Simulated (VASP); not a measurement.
# Li (I4/mmm) in VASP: notebook

Runs on Li. Level: PBEsol. Tasks: single point.

All numbers are computed with VASP 6.6.1; they aren't measurements. Logs are shortened: lines on timing, memory, paths and dates and some standing lists are left out, and cuts for length are marked.

**1. The cell of the first run**

It takes space group I4/mmm (No. 139, tetragonal). Conventional cell: a = 3.360 Å, b = 3.360 Å, c = 3.640 Å, α = 90.00°, β = 90.00°, γ = 90.00°. Li (site symmetry 4/mmm) has 14 Li at 2.99 to 3.64 Å within 3.9 Å.

**2. Single point, PBEsol (strain -0.040 along x and y, +0.040 along z)**

Contents of INCAR:

```
SYSTEM = Li
PREC     = Accurate       ! precision mode
ENCUT    = 520            ! plane-wave cutoff, eV
EDIFF    = 1E-6           ! SCF threshold, eV
ISMEAR   = 0              ! smearing method
SIGMA    = 0.15           ! smearing width, eV
LREAL    = .FALSE.        ! projectors in reciprocal space
LASPH    = .TRUE.         ! aspherical terms in the spheres
NELM     = 80             ! most SCF steps
ALGO     = Normal         ! electronic algorithm
ISIF     = 2              ! what is computed and relaxed
LWAVE    = .FALSE.        ! write WAVECAR
LCHARG   = .FALSE.        ! write CHGCAR
GGA      = PS             ! functional
NBANDS   = 8              ! bands
```

Contents of KPOINTS:

```
Automatic mesh
0
G
  20 20 20
  0 0 0
```

Contents of POSCAR:

```
Li
1.0
   -1.6800000000      1.6800000000      1.8200000000
    1.6800000000     -1.6800000000      1.8200000000
    1.6800000000      1.6800000000     -1.8200000000
Li
1
Direct
    0.0000000000      0.0000000000      0.0000000000
```

Potentials or basis: VASP PAW PBE potentials, release 64 (Li_sv).

Started as:

```sh
$ cat potpaw_PBE.64/Li_sv/POTCAR > POTCAR
$ mpirun -np 1 vasp_std > vasp.out
```

OUTCAR:

```text
SYSTEM = Li
   PREC = Accurate
   ENCUT = 520
   EDIFF = 1E-6
   ISMEAR = 0
   LREAL = .FALSE.
   LASPH = .TRUE.
   NELM = 80
   ISIF = 2
   GGA = PS

 ion  position               nearest neighbor table
   1  0.000  0.000  0.000-

  LATTYP: Found a body centered tetragonal cell.
 ALAT       =     3.3600000000
 C/A-ratio  =     1.0833333333

  Lattice vectors:

 A1 = (  -1.6800000000,   1.6800000000,   1.8200000000)
 A2 = (   1.6800000000,  -1.6800000000,   1.8200000000)
 A3 = (   1.6800000000,   1.6800000000,  -1.8200000000)

Analysis of symmetry for initial positions (statically):
=====================================================================
 Subroutine PRICEL returns:
 Original cell was already a primitive cell.

 Routine SETGRP: Setting up the symmetry group for a
 body centered tetragonal supercell.

 Subroutine GETGRP returns: Found 16 space group operations
 (whereof 16 operations were pure point group operations)
 out of a pool of 16 trial point group operations.

The static configuration has the point symmetry D_4h.

Analysis of symmetry for dynamics (positions and initial velocities):
=====================================================================
 Subroutine PRICEL returns:
 Original cell was already a primitive cell.

 Routine SETGRP: Setting up the symmetry group for a
 body centered tetragonal supercell.

 Subroutine GETGRP returns: Found 16 space group operations
 (whereof 16 operations were pure point group operations)
 out of a pool of 16 trial point group operations.

The dynamic configuration has the point symmetry D_4h.

 Subroutine INISYM returns: Found 16 space group operations
 (whereof 16 operations are pure point group operations),
 and found     1 'primitive' translations

----------------------------------------------------------------------------------------

                                     Primitive cell

  volume of cell :      20.5471

  direct lattice vectors                    reciprocal lattice vectors
    -1.680000000  1.680000000  1.820000000     0.000000000  0.297619048  0.274725275
     1.680000000 -1.680000000  1.820000000     0.297619048  0.000000000  0.274725275
     1.680000000  1.680000000 -1.820000000     0.297619048  0.297619048  0.000000000

  length of vectors
     2.992858166  2.992858166  2.992858166     0.405032189  0.405032189  0.420896894

  position of ions in fractional coordinates (direct lattice)
     0.000000000  0.000000000  0.000000000

  ion indices of the primitive-cell ions
   primitive index   ion index
                 1           1

----------------------------------------------------------------------------------------

 KPOINTS: Automatic mesh

Automatic generation of k-mesh.
 Grid dimensions read from file:
 generate k-points for:   20   20   20

 Generating k-lattice:

  Cartesian coordinates                     Fractional coordinates (reciprocal lattice)
     0.000000000  0.014880952  0.013736264     0.050000000  0.000000000  0.000000000
     0.014880952  0.000000000  0.013736264     0.000000000  0.050000000  0.000000000
     0.014880952  0.014880952  0.000000000     0.000000000  0.000000000  0.050000000

  Length of vectors
     0.020251609  0.020251609  0.021044845

  Shift w.r.t. Gamma in fractional coordinates (k-lattice)
     0.000000000  0.000000000  0.000000000

 Subroutine IBZKPT returns following result:
 ===========================================

 Found    641 irreducible k-points:

 Following reciprocal coordinates:
            Coordinates               Weight
  0.000000  0.000000  0.000000      1.000000
  0.050000  0.000000 -0.000000      8.000000
  0.100000  0.000000 -0.000000      8.000000
  0.150000  0.000000 -0.000000      8.000000
  0.200000  0.000000 -0.000000      8.000000
  0.250000  0.000000 -0.000000      8.000000
[... 16 lines left out ...]
 -0.400000  0.050000  0.000000     16.000000
 -0.350000  0.050000  0.000000     16.000000
 [... further k-points ...]
   k-points           NKPTS =    641   k-points in BZ     NKDIM =    641   number of bands    NBANDS=      8
   number of dos      NEDOS =    301   number of ions     NIONS =      1
   total plane-waves  NPLWV =  13824
   dimension x,y,z NGX =    24 NGY =   24 NGZ =   24
   dimension x,y,z NGXF=    48 NGYF=   48 NGZF=   48
   ions per type =               1
   NGX,Y,Z   is equivalent  to a cutoff of  13.33, 13.33, 13.33 a.u.
   NGXF,Y,Z  is equivalent  to a cutoff of  26.66, 26.66, 26.66 a.u.
 SYSTEM =  Li
   PREC   = accura    normal or accurate (medium, high low for compatibility)
   ISTART =      0    job   : 0-new  1-cont  2-samecut
   ICHARG =      2    charge: 1-file 2-atom 10-const
   ISPIN  =      1    spin polarized calculation?
   LNONCOLLINEAR =      F non collinear calculations
   LSORBIT =      F    spin-orbit coupling
   LASPH  =      T    aspherical Exc in radial PAW
   ENCUT  =  520.0 eV  38.22 Ry    6.18 a.u.   5.56  5.56  5.56*2*pi/ulx,y,z
   NELM   =     80;   NELMIN=  2; NELMDL= -5     # of ELM steps
   EDIFF  = 0.1E-05   stopping-criterion for ELM
   LREAL  =      F    real-space projection
[... 7 lines left out ...]
   TEBEG  =    0.0;   TEEND  =   0.0 temperature during run
   PSTRESS=    0.0 pullay stress
   NELECT =       3.0000    total number of electrons
   NUPDOWN=      -1.0000    fix difference up-down
   EMIN   =  10.00;   EMAX   =-10.00  energy-range for DOS
   EFERMI =   0.00;   METHOD = LEGACY
   ISMEAR =     0;   SIGMA  =   0.15  broadening in eV -4-tet -1-fermi 0-gaus
   EFERMI_NEDOS =   21; number of points for ismear=-14 and -15
   IALGO  =     38    algorithm
   IMIX   =      4    mixing-type and parameters
     AMIX     =   0.40;   BMIX     =  1.00
     AMIX_MAG =   1.60;   BMIX_MAG =  1.00
  volume/ion in A,a.u.               =      20.55       138.66
  Fermi-wavevector in a.u.,A,eV,Ry     =   0.862049  1.629036 10.110876  0.743128
  Thomas-Fermi vector in A             =   1.979793
   LORBIT       =      0    0 simple, 1 ext, 2 COOP (PROOUT), +10 PAW based schemes
   GGA     = PS    functional components
   LHFCALC =     F    Hartree Fock is set to
   AEXX    =    0.0000 exact exchange contribution
   IVDW    =     0    specifies the selected vdW correction
   LEPSILON=     F    determine dielectric tensor
   LRPA    =     F    only Hartree local field effects (RPA)
 non-spin polarized calculation
 Gauss-broadening in eV      SIGMA  =   0.15
  energy-cutoff  :      520.00
  volume of cell :       20.55
 maximum number of plane-waves:       575
   NGX = 11   NGY = 11   NGZ = 11

 number of electron       2.9999996 magnetization

 Free energy of the ion-electron system (eV)
  ---------------------------------------------------
  ext. energy  EPLUGINS =         0.00000000
  ---------------------------------------------------
  free energy    TOTEN  =        -1.96866365 eV

  energy without entropy =       -1.96362753  energy(sigma->0) =       -1.96614559

 E-fermi :   0.5985     XC(G=0):  -6.9846

 val. band max:        0.5973648011   @ k =   0.4000   0.1000  -0.0000
 cond. band min:       0.6031955702   @ k =  -0.1000  -0.4500   0.1000
 fundamental gap:      0.0058307692
 Fermi energy:         0.5985441751

 k-point     1 :       0.0000    0.0000    0.0000
  band No.  band energies     occupation
      1     -45.3477      2.00000
      2      -2.9474      2.00000
      3      14.8550      0.00000
      4      15.1231      0.00000
      5      15.1231      0.00000
      6      19.2304      0.00000
      7      19.2304      0.00000
      8      20.0085      0.00000

 k-point     2 :       0.0500    0.0000   -0.0000
  band No.  band energies     occupation
      1     -45.3472      2.00000
      2      -2.9014      2.00000
      3      14.5619      0.00000
      4      14.8982      0.00000
      5      14.9553      0.00000
      6      18.6956      0.00000
      7      19.1968      0.00000
      8      19.7426      0.00000

 k-point     3 :       0.1000    0.0000   -0.0000
  band No.  band energies     occupation
      1     -45.3459      2.00000
      2      -2.7636      2.00000
      3      13.4958      0.00000
      4      14.3681      0.00000
      5      14.7515      0.00000
      6      18.0401      0.00000
      7      18.5695      0.00000
      8      19.8276      0.00000

 k-point     4 :       0.1500    0.0000   -0.0000
  band No.  band energies     occupation
      1     -45.3438      2.00000
      2      -2.5341      2.00000
      3      12.0268      0.00000
      4      13.7409      0.00000
      5      14.4841      0.00000
      6      17.7163      0.00000
      7      17.7188      0.00000
      8      19.4302      0.00000

 k-point     5 :       0.2000    0.0000   -0.0000
  band No.  band energies     occupation
      1     -45.3411      2.00000
      2      -2.2127      2.00000
      3      10.4549      0.00000
      4      13.1282      0.00000
      5      14.1608      0.00000
      6      16.9212      0.00000
      7      17.5610      0.00000
      8      19.3551      0.00000

 k-point     6 :       0.2500    0.0000   -0.0000
  band No.  band energies     occupation
      1     -45.3381      2.00000
      2      -1.8010      2.00000
      3       8.9119      0.00000
      4      12.5787      0.00000
      5      13.8179      0.00000
      6      16.2327      0.00000
      7      17.4909      0.00000
      8      19.5553      0.00000

 k-point     7 :       0.3000    0.0000   -0.0000
  band No.  band energies     occupation
      1     -45.3352      2.00000
      2      -1.3031      2.00000
      3       7.4560      0.00000
      4      12.1147      0.00000
      5      13.4923      0.00000
      6      15.6634      0.00000
      7      17.4974      0.00000
      8      19.9478      0.00000
[... 133 lines left out ...]
 k-point    20 :       0.4500    0.0500    0.0000
  band No.  band energies     occupation
      1     -45.3286      2.00000
      2       0.6895      0.39106
      3       3.8011      0.00000
      4      11.0463      0.00000
      5      12.3221      0.00000
      6      15.3878      0.00000
      7      17.9128      0.00000
      8      21.5704      0.00000

 k-point    21 :       0.5000    0.0500   -0.0000
  band No.  band energies     occupation
      1     -45.3286      2.00000
      2       0.7121      0.28418
      3       3.7703      0.00000
      4      11.0849      0.00000
      5      12.2958      0.00000
      6      15.3699      0.00000
      7      17.8222      0.00000
      8      21.3680      0.00000

 k-point    22 :      -0.4500    0.0500    0.0000
  band No.  band energies     occupation
      1     -45.3295      2.00000
      2       0.2554      1.99879
      3       4.4403      0.00000
      4      11.2273      0.00000
      5      12.3716      0.00000
      6      15.4600      0.00000
      7      17.6637      0.00000
      8      21.0228      0.00000

 k-point    23 :      -0.4000    0.0500    0.0000
  band No.  band energies     occupation
      1     -45.3312      2.00000
      2      -0.3590      2.00000
      3       5.4872      0.00000
      4      11.4711      0.00000
      5      12.5470      0.00000
      6      15.6535      0.00000
      7      17.4940      0.00000
      8      20.5856      0.00000

 k-point    24 :      -0.3500    0.0500    0.0000
  band No.  band energies     occupation
      1     -45.3335      2.00000
      2      -0.9639      2.00000
      3       6.7393      0.00000
      4      11.8123      0.00000
      5      12.8151      0.00000
      6      15.9387      0.00000
      7      17.3777      0.00000
      8      20.1128      0.00000

 [... further k-points ...]

------------------------ aborting loop because EDIFF is reached ----------------------------------------

  FORCE on cell =-STRESS in cart. coord.  units (eV):
  Direction    XX          YY          ZZ          XY          YZ          ZX
  --------------------------------------------------------------------------------------
  -------------------------------------------------------------------------------------
  Total       -0.0383131     -0.0383131     -0.0382050      0.0000000     -0.0000000      0.0000000
  in kB       -2.9874965     -2.9874965     -2.9790719      0.0000000     -0.0000000      0.0000000
  external PRESSURE =      -2.9846883 kB  Pullay stress =       0.0000000 kB

 VOLUME and BASIS-vectors are now :
 -----------------------------------------------------------------------------
  energy-cutoff  :      520.00
  volume of cell :       20.55
      direct lattice vectors                 reciprocal lattice vectors
    -1.680000000  1.680000000  1.820000000     0.000000000  0.297619048  0.274725275
     1.680000000 -1.680000000  1.820000000     0.297619048  0.000000000  0.274725275
     1.680000000  1.680000000 -1.820000000     0.297619048  0.297619048  0.000000000

 POSITION                                       TOTAL-FORCE (eV/Angst)
 -----------------------------------------------------------------------------------
      0.00000      0.00000      0.00000         0.000000      0.000000      0.000000
 -----------------------------------------------------------------------------------
    total drift:                               -0.000000      0.000000      0.000000

  FREE ENERGIE OF THE ION-ELECTRON SYSTEM (eV)
  ---------------------------------------------------
  free  energy   TOTEN  =        -1.9686636525 eV

  energy  without entropy=       -1.9636275269  energy(sigma->0) =       -1.96614559
```

Wall time 2.8 min (1 thread of AMD EPYC 7R13, shared host); peak memory 0.16 GiB.

What came out:

```yaml
Free_energy: -1.9687 eV
Band_gap_on_the_k_mesh: zero (an odd number of electrons rules out a gap without spin polarisation)
```

Levels at points of the mesh, in eV from the Fermi level:
```tsv
k point	band 1	band 2	band 3	band 4	band 5	band 6	band 7
(0.00, 0.00, 0.00)	-45.95	-3.55	14.26	14.52	14.52	18.63	18.63
(0.50, 0.00, 0.00)	-45.93	0.13	3.07	10.67	12.23	14.04	17.21
(0.50, 0.50, 0.00)	-45.93	0.50	3.53	9.62	10.79	12.55	16.49
(0.50, 0.50, 0.50)	-45.91	4.36	6.07	6.07	7.06	8.27	13.62
```

Caveat: the cell differs from its parent crystal (strain -0.040 along x and y, +0.040 along z); the cutoff is under 1.25 times the usual one of these potentials, so pressure, stress and relaxed cells hold a basis-set (Pulay) error; the PAW data sets were made with another functional, which shifts forces and pressure a little.

(Continued in part 2 of 2.)

The gap in the log of VASP goes by the Fermi energy; the results here count the filled bands.